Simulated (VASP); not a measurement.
# Cs2CoAgF6 (Fm-3m) in VASP: single point with PBE+U

Aim: the single point of Cs2CoAgF6 with PBE+U.

Program: VASP 6.6.1. These are calculated values, not measurements. Logs are shortened: lines on timing, memory, paths and dates and some standing lists are left out, and cuts for length are marked.

### 1 The cell of the first run

The structure is cubic, space group Fm-3m (No. 225). The conventional cell has a = 8.946 Å, b = 8.946 Å, c = 8.946 Å, α = 90.00°, β = 90.00°, γ = 90.00°. Within 4.2 Å of Cs (site symmetry -43m) lie 12 F at 3.17 Å and 4 Co at 3.87 Å and 4 Ag at 3.87 Å. Within 2.6 Å of Co (site symmetry m-3m) lie 6 F at 1.97 Å. Within 3.3 Å of Ag (site symmetry m-3m) lie 6 F at 2.50 Å. F (site symmetry 4mm) has 1 Co at 1.97 Å and 1 Ag at 2.50 Å within 2.6 Å.

### 2 Single point, PBE+U

Contents of INCAR:

```
  PREC = Accurate
  ENCUT = 600
  EDIFF = 1E-6
  ISMEAR = 0
  SIGMA = 0.05
  LREAL = F
  LASPH = T
  NELM = 200
  ALGO = Normal
  ISIF = 2
  LWAVE = F
  LCHARG = F
  LMAXMIX = 4
  LDAU = T
  LDAUTYPE = 2
  LDAUL = -1 2 -1 -1
  LDAUU = 0 3.32 0 0
  LDAUJ = 0 0 0 0
  LDAUPRINT = 1
  GGA = PE
  NELECT = 79.75
  NBANDS = 51
  GGA_COMPAT = F
```

Contents of KPOINTS:

```
regular mesh
0
Gamma
  6 6 6
```

Contents of POSCAR:

```
Cs2CoAgF6
1.0
    0.0000000000      4.4729692616      4.4729692616
    4.4729692616      0.0000000000      4.4729692616
    4.4729692616      4.4729692616      0.0000000000
Cs Co Ag F
2 1 1 6
Direct
    0.2500000000      0.2500000000      0.2500000000
    0.7500000000      0.7500000000      0.7500000000
    0.0000000000      0.0000000000      0.0000000000
    0.5000000000      0.5000000000      0.5000000000
    0.2204180000      0.2204180000      0.7795820000
    0.2204180000      0.7795820000      0.7795820000
    0.7795820000      0.7795820000      0.2204180000
    0.2204180000      0.7795820000      0.2204180000
    0.7795820000      0.2204180000      0.7795820000
    0.7795820000      0.2204180000      0.2204180000
```

Potentials or basis: VASP PAW PBE potentials, release 64 (Cs_sv, Co, Ag, F).

The run is started by

```console
cat potpaw_PBE.64/Cs_sv/POTCAR potpaw_PBE.64/Co/POTCAR potpaw_PBE.64/Ag/POTCAR potpaw_PBE.64/F/POTCAR > POTCAR
mpirun -np 1 vasp_std > vasp.out
```

OUTCAR:

```text
PREC = Accurate
   ENCUT = 600
   EDIFF = 1E-6
   ISMEAR = 0
   LREAL = F
   LASPH = T
   NELM = 200
   ISIF = 2
   GGA = PE
   NELECT = 79.75

 ion  position               nearest neighbor table
   1  0.250  0.250  0.250-
   2  0.750  0.750  0.750-
   3  0.000  0.000  0.000-   5 1.97   6 1.97   7 1.97   8 1.97   9 1.97  10 1.97
   4  0.500  0.500  0.500-   5 2.50   6 2.50   7 2.50   8 2.50   9 2.50  10 2.50
   5  0.220  0.220  0.780-   3 1.97   4 2.50
   6  0.220  0.780  0.780-   3 1.97   4 2.50
   7  0.780  0.780  0.220-   3 1.97   4 2.50
   8  0.220  0.780  0.220-   3 1.97   4 2.50
   9  0.780  0.220  0.780-   3 1.97   4 2.50
  10  0.780  0.220  0.220-   3 1.97   4 2.50

  LATTYP: Found a face centered cubic cell.
 ALAT       =     8.9459385232

  Lattice vectors:

 A1 = (   0.0000000000,   4.4729692616,   4.4729692616)
 A2 = (   4.4729692616,   0.0000000000,   4.4729692616)
 A3 = (   4.4729692616,   4.4729692616,   0.0000000000)

Analysis of symmetry for initial positions (statically):
=====================================================================
 Subroutine PRICEL returns:
 Original cell was already a primitive cell.

 Routine SETGRP: Setting up the symmetry group for a
 face centered cubic supercell.

 Subroutine GETGRP returns: Found 48 space group operations
 (whereof 48 operations were pure point group operations)
 out of a pool of 48 trial point group operations.

The static configuration has the point symmetry O_h .

Analysis of symmetry for dynamics (positions and initial velocities):
=====================================================================
 Subroutine PRICEL returns:
 Original cell was already a primitive cell.

 Routine SETGRP: Setting up the symmetry group for a
 face centered cubic supercell.

 Subroutine GETGRP returns: Found 48 space group operations
 (whereof 48 operations were pure point group operations)
 out of a pool of 48 trial point group operations.

The dynamic configuration has the point symmetry O_h .

 Subroutine INISYM returns: Found 48 space group operations
 (whereof 48 operations are pure point group operations),
 and found     1 'primitive' translations

----------------------------------------------------------------------------------------

                                     Primitive cell

  volume of cell :     178.9855

  direct lattice vectors                    reciprocal lattice vectors
     0.000000000  4.472969262  4.472969262    -0.111782570  0.111782570  0.111782570
     4.472969262  0.000000000  4.472969262     0.111782570 -0.111782570  0.111782570
     4.472969262  4.472969262  0.000000000     0.111782570  0.111782570 -0.111782570

  length of vectors
     6.325733794  6.325733794  6.325733794     0.193613091  0.193613091  0.193613091

  position of ions in fractional coordinates (direct lattice)
     0.250000000  0.250000000  0.250000000
     0.750000000  0.750000000  0.750000000
     0.000000000  0.000000000  0.000000000
     0.500000000  0.500000000  0.500000000
     0.220418000  0.220418000  0.779582000
     0.220418000  0.779582000  0.779582000
     0.779582000  0.779582000  0.220418000
     0.220418000  0.779582000  0.220418000
     0.779582000  0.220418000  0.779582000
     0.779582000  0.220418000  0.220418000

  ion indices of the primitive-cell ions
   primitive index   ion index
                 1           1
                 2           2
                 3           3
                 4           4
                 5           5
[... 62 lines left out ...]
   ISPIN  =      1    spin polarized calculation?
   LNONCOLLINEAR =      F non collinear calculations
   LSORBIT =      F    spin-orbit coupling
   LASPH  =      T    aspherical Exc in radial PAW
   ENCUT  =  600.0 eV  44.10 Ry    6.64 a.u.  12.63 12.63 12.63*2*pi/ulx,y,z
   NELM   =    200;   NELMIN=  2; NELMDL= -5     # of ELM steps
   EDIFF  = 0.1E-05   stopping-criterion for ELM
   LREAL  =      F    real-space projection
   EDIFFG = 0.1E-04   stopping-criterion for IOM
   NSW    =      0    number of steps for IOM
   IBRION =     -1    ionic relax: 0-MD 1-quasi-New 2-CG
   NFREE  =      0    steps in history (QN), initial steepest desc. (CG)
   ISIF   =      2    stress and relaxation
   ISYM   =      2    0-nonsym 1-usesym 2-fastsym
   POTIM  = 0.5000    time-step for ionic-motion
   TEBEG  =    0.0;   TEEND  =   0.0 temperature during run
   PSTRESS=    0.0 pullay stress
   NELECT =      79.7500    total number of electrons
   NUPDOWN=      -1.0000    fix difference up-down
   EMIN   =  10.00;   EMAX   =-10.00  energy-range for DOS
   EFERMI =   0.00;   METHOD = LEGACY
   ISMEAR =     0;   SIGMA  =   0.05  broadening in eV -4-tet -1-fermi 0-gaus
   EFERMI_NEDOS =   21; number of points for ismear=-14 and -15
   IALGO  =     38    algorithm
   IMIX   =      4    mixing-type and parameters
     AMIX     =   0.40;   BMIX     =  1.00
     AMIX_MAG =   1.60;   BMIX_MAG =  1.00
  volume/ion in A,a.u.               =      17.90       120.79
  Fermi-wavevector in a.u.,A,eV,Ry     =   1.250391  2.362896 21.272403  1.563477
  Thomas-Fermi vector in A             =   2.384387
   LORBIT       =      0    0 simple, 1 ext, 2 COOP (PROOUT), +10 PAW based schemes
 LDA+U is selected, type is set to LDAUTYPE =  2
   angular momentum for each species LDAUL =    -1    2   -1   -1
   U (eV)           for each species LDAUU =   0.0  3.3  0.0  0.0
   J (eV)           for each species LDAUJ =   0.0  0.0  0.0  0.0
   GGA     = PE    functional components
   LHFCALC =     F    Hartree Fock is set to
   AEXX    =    0.0000 exact exchange contribution
   IVDW    =     0    specifies the selected vdW correction
   LEPSILON=     F    determine dielectric tensor
   LRPA    =     F    only Hartree local field effects (RPA)
 non-spin polarized calculation
 Gauss-broadening in eV      SIGMA  =   0.05
  energy-cutoff  :      600.00
  volume of cell :      178.99
 maximum number of plane-waves:      6002
 NGX is ok and might be reduce to    54
   NGX = 25   NGY = 25   NGZ = 25

atom =   3  type =  2  l = 2

 onsite density matrix

spin component  1

  0.9741  0.0000  0.0000 -0.0000  0.0000
  0.0000  0.9741 -0.0000 -0.0000 -0.0000
  0.0000 -0.0000  0.3008  0.0000 -0.0000
 -0.0000 -0.0000  0.0000  0.9741  0.0000
  0.0000 -0.0000 -0.0000  0.0000  0.3008

spin component  2

  0.9741  0.0000  0.0000 -0.0000  0.0000
  0.0000  0.9741 -0.0000 -0.0000 -0.0000
  0.0000 -0.0000  0.3008  0.0000 -0.0000
 -0.0000 -0.0000  0.0000  0.9741  0.0000
  0.0000 -0.0000 -0.0000  0.0000  0.3008

 occupancies and eigenvectors

  o =  0.3008  v =  0.0000 -0.0000  0.0654  0.0000  0.9979  0.0000  0.0000  0.0000  0.0000  0.0000      0.0000  0.0000  0.0000  0.0000  0.0000  0.0000  0.0000  0.0000  0.0000  0.0000
  o =  0.3008  v =  0.0000  0.0000  0.0000  0.0000  0.0000  0.0000 -0.0000  0.0654  0.0000  0.9979      0.0000  0.0000  0.0000  0.0000  0.0000  0.0000  0.0000  0.0000  0.0000  0.0000
  o =  0.3008  v =  0.0000  0.0000 -0.9979  0.0000  0.0654  0.0000  0.0000  0.0000  0.0000  0.0000      0.0000  0.0000  0.0000  0.0000  0.0000  0.0000  0.0000  0.0000  0.0000  0.0000
  o =  0.3008  v =  0.0000  0.0000  0.0000  0.0000  0.0000  0.0000  0.0000 -0.9979  0.0000  0.0654      0.0000  0.0000  0.0000  0.0000  0.0000  0.0000  0.0000  0.0000  0.0000  0.0000
  o =  0.9741  v =  0.0000  0.0000  0.0000  0.0000  0.0000  1.0000  0.0000  0.0000  0.0000  0.0000      0.0000  0.0000  0.0000  0.0000  0.0000  0.0000  0.0000  0.0000  0.0000  0.0000
  o =  0.9741  v =  1.0000  0.0000  0.0000  0.0000  0.0000  0.0000  0.0000  0.0000  0.0000  0.0000      0.0000  0.0000  0.0000  0.0000  0.0000  0.0000  0.0000  0.0000  0.0000  0.0000
  o =  0.9741  v =  0.0000  0.0000  0.0000  0.0000  0.0000  0.0000 -0.0769 -0.0000 -0.9970  0.0000      0.0000  0.0000  0.0000  0.0000  0.0000  0.0000  0.0000  0.0000  0.0000  0.0000
  o =  0.9741  v =  0.0000 -0.0769 -0.0000 -0.9970  0.0000  0.0000  0.0000  0.0000  0.0000  0.0000      0.0000  0.0000  0.0000  0.0000  0.0000  0.0000  0.0000  0.0000  0.0000  0.0000
  o =  0.9741  v =  0.0000 -0.9970 -0.0000  0.0769 -0.0000  0.0000  0.0000  0.0000  0.0000  0.0000      0.0000  0.0000  0.0000  0.0000  0.0000  0.0000  0.0000  0.0000  0.0000  0.0000
  o =  0.9741  v =  0.0000  0.0000  0.0000  0.0000  0.0000  0.0000 -0.9970 -0.0000  0.0769 -0.0000      0.0000  0.0000  0.0000  0.0000  0.0000  0.0000  0.0000  0.0000  0.0000  0.0000

 number of electron      79.7500002 magnetization

 Free energy of the ion-electron system (eV)
  ---------------------------------------------------
  ext. energy  EPLUGINS =         0.00000000
  ---------------------------------------------------
  free energy    TOTEN  =       -41.25903939 eV

  energy without entropy =      -41.25263094  energy(sigma->0) =      -41.25583517

 E-fermi :  -0.7267     XC(G=0):  -9.3252

 val. band max:       -0.7373155433   @ k =   0.0000   0.0000   0.0000
 cond. band min:      -0.7087006876   @ k =  -0.3333   0.1667   0.0000
 fundamental gap:      0.0286148556
 Fermi energy:        -0.7267007698

 k-point     1 :       0.0000    0.0000    0.0000
  band No.  band energies     occupation
      1     -21.2805      2.00000
      2     -20.8719      2.00000
      3     -20.8719      2.00000
      4     -20.8719      2.00000
      5     -20.7916      2.00000
      6     -20.7916      2.00000
[... 853 lines left out ...]
     50       9.9650      0.00000
     51      10.1458      0.00000

------------------------ aborting loop because EDIFF is reached ----------------------------------------

  FORCE on cell =-STRESS in cart. coord.  units (eV):
  Direction    XX          YY          ZZ          XY          YZ          ZX
  --------------------------------------------------------------------------------------
  -------------------------------------------------------------------------------------
  Total       -6.2744577     -6.2744577     -6.2744577     -0.0000000      0.0000000      0.0000000
  in kB      -56.1654241    -56.1654241    -56.1654241     -0.0000000      0.0000000      0.0000000
  external PRESSURE =     -56.1654241 kB  Pullay stress =       0.0000000 kB

 VOLUME and BASIS-vectors are now :
 -----------------------------------------------------------------------------
  energy-cutoff  :      600.00
  volume of cell :      178.99
      direct lattice vectors                 reciprocal lattice vectors
     0.000000000  4.472969262  4.472969262    -0.111782570  0.111782570  0.111782570
     4.472969262  0.000000000  4.472969262     0.111782570 -0.111782570  0.111782570
     4.472969262  4.472969262  0.000000000     0.111782570  0.111782570 -0.111782570

 POSITION                                       TOTAL-FORCE (eV/Angst)
 -----------------------------------------------------------------------------------
      2.23648      2.23648      2.23648        -0.000000     -0.000000     -0.000000
      6.70945      6.70945      6.70945         0.000000      0.000000      0.000000
      0.00000      0.00000      0.00000         0.000000      0.000000     -0.000000
      4.47297      4.47297      4.47297         0.000000      0.000000     -0.000000
      4.47297      4.47297      1.97185         0.000000      0.000000     -0.671946
      6.97409      4.47297      4.47297         0.671946      0.000000     -0.000000
      4.47297      4.47297      6.97409         0.000000      0.000000      0.671946
      4.47297      1.97185      4.47297         0.000000     -0.671946     -0.000000
      4.47297      6.97409      4.47297         0.000000      0.671946     -0.000000
      1.97185      4.47297      4.47297        -0.671946      0.000000     -0.000000
 -----------------------------------------------------------------------------------
    total drift:                               -0.000000     -0.000000     -0.000000

  FREE ENERGIE OF THE ION-ELECTRON SYSTEM (eV)
  ---------------------------------------------------
  free  energy   TOTEN  =       -41.2590393911 eV

  energy  without entropy=      -41.2526309447  energy(sigma->0) =      -41.25583517
```

Run time: 6.5 min. Hardware: 1 thread of Intel Xeon 8259CL, shared host; peak memory 0.51 GiB.

Results:

```yaml
Free_energy: -41.2590 eV
Largest_force: 0.672 eV/Å
```

Forces in eV/Å, atoms in the order of the input:
```
Cs   0.000  0.000  0.000
Cs   0.000  0.000  0.000
Co   0.000  0.000  0.000
Ag   0.000  0.000  0.000
F    0.000  0.000 -0.672
F    0.672  0.000  0.000
F    0.000  0.000  0.672
F    0.000 -0.672  0.000
F    0.000  0.672  0.000
F   -0.672  0.000  0.000
```

Levels at points of the mesh, in eV from the Fermi level:
```
           k point  band 37  band 38  band 39  band 40  band 41  band 42  band 43  band 44
(0.00, 0.00, 0.00)    -0.48    -0.01    -0.01    -0.01     2.80     2.80     4.23     7.89
(0.50, 0.00, 0.00)    -0.20    -0.20     0.02     0.02     2.50     2.50     5.16     8.00
(0.50, 0.50, 0.00)    -0.40    -0.22    -0.22    -0.20     2.08     2.81     5.68     7.98
```

Eigenvalues of the final occupation matrices:
```tsv
site	spin	trace	eigenvalues
site 3 d	1	3.52	0.30 0.30 0.97 0.97 0.97
site 3 d	2	3.52	0.30 0.30 0.97 0.97 0.97
```

Caveat: the cell carries a net charge on a neutralising background, which shifts energy and pressure; the cell is charged against a uniform background, so pressure and absolute levels hang on convention; spin-orbit coupling is left out, which moves the levels of the heavy elements; the run has no spin polarisation, though such a crystal can be magnetic; U without spin polarisation on a metal has little footing.
